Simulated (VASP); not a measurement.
A run of VASP 6.6.1 is set up as follows.

The input INCAR:

```
ALGO = Normal ; EDIFF = 1E-7
ENCUT = 520 ; GGA = PE
ISIF = 2 ; ISMEAR = 0
LASPH = T ; LCHARG = F
LREAL = F ; LWAVE = F
NBANDS = 11 ; NELM = 80
PREC = Accurate ; SIGMA = 0.05
```

The input KPOINTS:

```
k-points
0
Gamma
  12 12 12
```

The input POSCAR:

```
BN
1.0
    0.0000000000      1.7501059987      1.9519362020
    1.9519362020      0.0000000000      1.9519362020
    1.9519362020      1.7501059987      0.0000000000
B N
1 1
Direct
    0.0000000000      0.0000000000      0.0000000000
    0.7500000000      0.7500000000      0.7500000000
```

Potentials or basis: VASP PAW PBE potentials, release 64 (B, N).

Command:

```bash
$ cat potpaw_PBE.64/B/POTCAR potpaw_PBE.64/N/POTCAR > POTCAR
$ mpirun -np 1 vasp_std > vasp.out
```

**Question.** Predict the pressure.

**Answer.** -34.3 GPa.

**Question.** Estimate the band gap on the k mesh.

**Answer.** 2.79 eV, indirect (least direct gap 7.29 eV).

Stress tensor (GPa, compression positive):
```
-51.37   0.00   0.00
  0.00  -0.03   0.00
  0.00   0.00 -51.37
```

 A k mesh can miss the band edges.
